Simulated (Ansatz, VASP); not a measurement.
# One calculation of CdS, two programs

Contents of INCAR:

```
SYSTEM = CdS
PREC     = Accurate       ! precision mode
ENCUT    = 520            ! plane-wave cutoff, eV
EDIFF    = 1E-7           ! SCF threshold, eV
ISMEAR   = 0              ! smearing method
SIGMA    = 0.01           ! smearing width, eV
LREAL    = .FALSE.        ! projectors in reciprocal space
LASPH    = .TRUE.         ! aspherical terms in the spheres
NELM     = 80             ! most SCF steps
ALGO     = Normal         ! electronic algorithm
ISIF     = 2              ! what is computed and relaxed
LWAVE    = .FALSE.        ! write WAVECAR
LCHARG   = .FALSE.        ! write CHGCAR
GGA      = CA             ! functional
NBANDS   = 26             ! bands
```

Contents of KPOINTS:

```
regular mesh
0
G
  6 6 4
  0 0 0
```

POSCAR

```
CdS
1.0
    4.0364511210      0.0000000000      0.0000000000
   -2.0182255605      3.4956692119      0.0000000000
    0.0000000000      0.0000000000      6.5773233448
Cd S
2 2
Direct
    0.3333333333      0.6666666667     -0.0005107971
    0.6666666667      0.3333333333      0.4994892029
    0.3333333333      0.6666666667      0.3755107971
    0.6666666667      0.3333333333      0.8755107971
```

Input for Ansatz:

```yaml
crystal:
  lattice:
    - [4.03645112095, 0.0, 0.0]
    - [-2.01822556047, 3.49566921188, 0.0]
    - [0.0, 0.0, 6.57732334483]
  atoms:
    - { symbol: Cd, position: [0.333333333333, 0.666666666667, -0.000510797071] }
    - { symbol: Cd, position: [0.666666666667, 0.333333333333, 0.499489202929] }
    - { symbol: S, position: [0.333333333333, 0.666666666667, 0.375510797071] }
    - { symbol: S, position: [0.666666666667, 0.333333333333, 0.875510797071] }
kpoints:
  mp_grid: { grid: [6, 6, 4] }
scf:
  occupations: { method: fixed }
  convergence: { dr2_threshold: 1.0e-10 }
hamiltonian:
  xc: lda
  pseudopotentials: { kind: all_electron, lapw: { basis_error: 0.0005 } }
output:
  forces: true
  stress: true
  eigenstates:
    kpoints:
      - [0.0, 0.0, 0.0]
      - [0.0, 0.0, -0.5]
      - [-0.5, 0.0, 0.0]
      - [-0.5, 0.5, 0.0]
      - [0.0, -0.5, 0.0]
      - [-0.5, 0.0, -0.5]
      - [-0.5, 0.5, -0.5]
      - [0.0, -0.5, -0.5]
  eigenvalues: true
```

Alike in both runs: task single point; functional LDA; k mesh 6 × 6 × 4; no spin polarisation.

|  | VASP | Ansatz |
| --- | --- | --- |
| version | VASP 6.6.1 | Ansatz 0.2.0 |
| potentials or method | VASP PAW LDA potentials, release 64 (Cd, S), cutoff 520 eV | all-electron LAPW, scalar-relativistic |
| occupations | gaussian, width 0.01 eV | fixed |

Ansatz gave:

- gap on the k mesh at the Fermi level (eV): 1.08
- pressure (GPa): 2.0

**Question.** Estimate VASP's values.

**Answer.** gap on the k mesh at the Fermi level (eV): 1.12; pressure (GPa): 2.6.

LDA's correlation is that of Perdew and Zunger in VASP and of Perdew and Wang (1992) in Ansatz. Ansatz ran all-electron here, and VASP with PAW potentials.
